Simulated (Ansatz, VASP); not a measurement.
**One calculation of TiO2, two programs**

```xyz
6
Lattice="4.6433 0.0000 0.0000 0.0000 4.6433 0.0000 0.0000 0.0000 2.9639" Properties=species:S:1:pos:R:3 pbc="T T T"
Ti    2.3217    2.3217    0.0000
Ti    0.0000    0.0000    1.4819
O     3.2265    3.2265    1.4819
O     3.7385    0.9049    0.0000
O     0.9049    3.7385    0.0000
O     1.4168    1.4168    1.4819
```

Alike in both runs: functional PBE; k mesh 6 × 6 × 10; occupations gaussian, width 0.02 eV; no spin polarisation.

Ansatz relaxed the structure, and its values are those at the end. VASP's run is a single point on that final structure, the one shown.

|  | VASP | Ansatz |
| --- | --- | --- |
| version | VASP 6.6.1 | Ansatz 0.2.0 |
| potentials or method | VASP PAW PBE potentials, release 64 (Ti_sv, O), cutoff 520 eV | scalar-relativistic, plane waves, PAW |
| valence electrons in the cell | 48 | 48 |

```csv
,VASP,Ansatz,Ansatz less VASP
gap on the k mesh at the Fermi level (eV),1.84,1.86,+0.024
least direct gap on the mesh (eV),1.84,1.86,+0.024
pressure (GPa),0.7,0.0,-0.65
rms of the force components (eV/Å),0.014,0.000,-0.0135
```
